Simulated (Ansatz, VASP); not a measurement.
**Two plane-wave programs on KBr**

File INCAR:

```
SYSTEM = KBr
PREC = Accurate ; ENCUT = 520
EDIFF = 1E-7 ; ISMEAR = 0
SIGMA = 0.05 ; LREAL = .FALSE.
LASPH = .TRUE. ; NELM = 100
ALGO = Normal ; ISIF = 2
LWAVE = .FALSE. ; LCHARG = .TRUE.
GGA = PE ; LELF = .TRUE.
LVHAR = .TRUE. ; NBANDS = 15
```

The input KPOINTS:

```
regular mesh
0
G
  6 6 6
  0 0 0
```

The input POSCAR:

```
KBr
1.0
    0.0000000000      3.4242000000      3.2925000000
    3.4242000000      0.0000000000      3.2925000000
    3.4242000000      3.4242000000      0.0000000000
K Br
1 1
Direct
    0.0000000000      0.0000000000      0.0000000000
    0.5000000000      0.5000000000      0.5000000000
```

Input for Ansatz:

```yaml
crystal:
  lattice:
    - [0.0, 3.4242, 3.2925]
    - [3.4242, 0.0, 3.2925]
    - [3.4242, 3.4242, 0.0]
  atoms:
    - { symbol: K, position: [0.0, 0.0, 0.0] }
    - { symbol: Br, position: [0.5, 0.5, 0.5] }
basis:
  ecutwfc: 420
kpoints:
  mp_grid: { grid: [6, 6, 6] }
hamiltonian:
  xc: pbe
scf:
  occupations: { method: gaussian, width: 0.05 }
output:
  forces: true
  stress: true
  eigenvalues: true
```

Change from the starting cell: strain +0.040 along x and y, +0.000 along z, atoms carried along.

Alike in both runs: task single point; functional PBE; k mesh 6 × 6 × 6; occupations gaussian, width 0.05 eV; no spin polarisation.

|  | VASP | Ansatz |
| --- | --- | --- |
| version | VASP 6.6.1 | Ansatz 0.2.0 |
| potentials or method | VASP PAW PBE potentials, release 64 (K_sv, Br), cutoff 520 eV | scalar-relativistic, plane waves, PAW |
| valence electrons in the cell | 16 | 16 |

```csv
,VASP,Ansatz,Ansatz less VASP
gap on the k mesh at the Fermi level (eV),4.24,4.24,+0.001
least direct gap on the mesh (eV),4.24,4.24,+0.001
pressure (GPa),-0.2,-0.2,-0.02
"traceless stress, the component that is largest in VASP (GPa)",0.64,0.63,-0.011
```
